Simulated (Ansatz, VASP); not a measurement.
AlB2P3 in VASP and in Ansatz

The input INCAR:

```
ALGO = Normal
EDIFF = 1E-6
EDIFFG = -0.01
ENCUT = 600
GGA = PE
IBRION = 2
ISIF = 3
ISMEAR = 0
LASPH = True
LCHARG = False
LREAL = False
LWAVE = False
NELM = 60
NSW = 100
PREC = Accurate
SIGMA = 0.01
```

Contents of KPOINTS:

```
k-points
0
Gamma
  12 12 2
```

Contents of POSCAR:

```
AlB2P3
1.0
    3.4015974812      0.0000000000      0.0000000000
   -1.7007987406      2.9458698322      0.0000000000
    0.0000000000      0.0000000000     17.4450438691
Al B P
2 4 6
Direct
    0.6666666667      0.3333333333      0.5023727272
    0.3333333333      0.6666666667      0.0023727272
    0.6666666667      0.3333333333      0.1757292519
    0.6666666667      0.3333333333      0.8266277519
    0.3333333333      0.6666666667      0.3266277519
    0.3333333333      0.6666666667      0.6757292519
    0.6666666667      0.3333333333      0.2906093989
    0.6666666667      0.3333333333      0.6394475339
    0.6666666667      0.3333333333      0.9402133362
    0.3333333333      0.6666666667      0.1394475339
    0.3333333333      0.6666666667      0.4402133362
    0.3333333333      0.6666666667      0.7906093989
```

Input for Ansatz:

```yaml
crystal:
  lattice:
    - [3.4015974812, 0.0, 0.0]
    - [-1.7007987406, 2.9458698322, 0.0]
    - [0.0, 0.0, 17.4450438691]
  atoms:
    - { symbol: Al, position: [0.6666666667, 0.3333333333, 0.5023727272] }
    - { symbol: Al, position: [0.3333333333, 0.6666666667, 0.0023727272] }
    - { symbol: B, position: [0.6666666667, 0.3333333333, 0.1757292519] }
    - { symbol: B, position: [0.6666666667, 0.3333333333, 0.8266277519] }
    - { symbol: B, position: [0.3333333333, 0.6666666667, 0.3266277519] }
    - { symbol: B, position: [0.3333333333, 0.6666666667, 0.6757292519] }
    - { symbol: P, position: [0.6666666667, 0.3333333333, 0.2906093989] }
    - { symbol: P, position: [0.6666666667, 0.3333333333, 0.6394475339] }
    - { symbol: P, position: [0.6666666667, 0.3333333333, 0.9402133362] }
    - { symbol: P, position: [0.3333333333, 0.6666666667, 0.1394475339] }
    - { symbol: P, position: [0.3333333333, 0.6666666667, 0.4402133362] }
    - { symbol: P, position: [0.3333333333, 0.6666666667, 0.7906093989] }
basis:
  ecutwfc: 420
kpoints:
  mp_grid: { grid: [12, 12, 2] }
hamiltonian:
  xc: pbe
scf:
  occupations: { method: gaussian, width: 0.01 }
output:
  forces: true
  stress: true
  eigenvalues: true
  write_density: true
  write_potential: true
  elf: true
  volumetric_format: npy
relax:
  adjacent_minimum: "off"
  f_tol: 0.01
  max_steps: 80
  cell: { stress_tol: 0.05 }
```

Alike in both runs: task relaxation of cell and atoms; functional PBE; k mesh 12 × 12 × 2; occupations gaussian, width 0.01 eV; no spin polarisation.

|  | VASP | Ansatz |
| --- | --- | --- |
| version | VASP 6.6.1 | Ansatz 0.2.0 |
| potentials or method | VASP PAW PBE potentials, release 64 (Al, B, P), cutoff 600 eV | scalar-relativistic, plane waves, PAW |
| valence electrons in the cell | 48 | 48 |

```csv
,VASP,Ansatz,Ansatz less VASP
"gap on the k mesh at the Fermi level, each at its own relaxed structure (eV)",0.17,0.18,+0.006
relaxed volume (Å³/atom),14.51,14.53,+0.018
relaxed cell length with the largest relative difference (Å),17.440,17.448,+0.0084
```
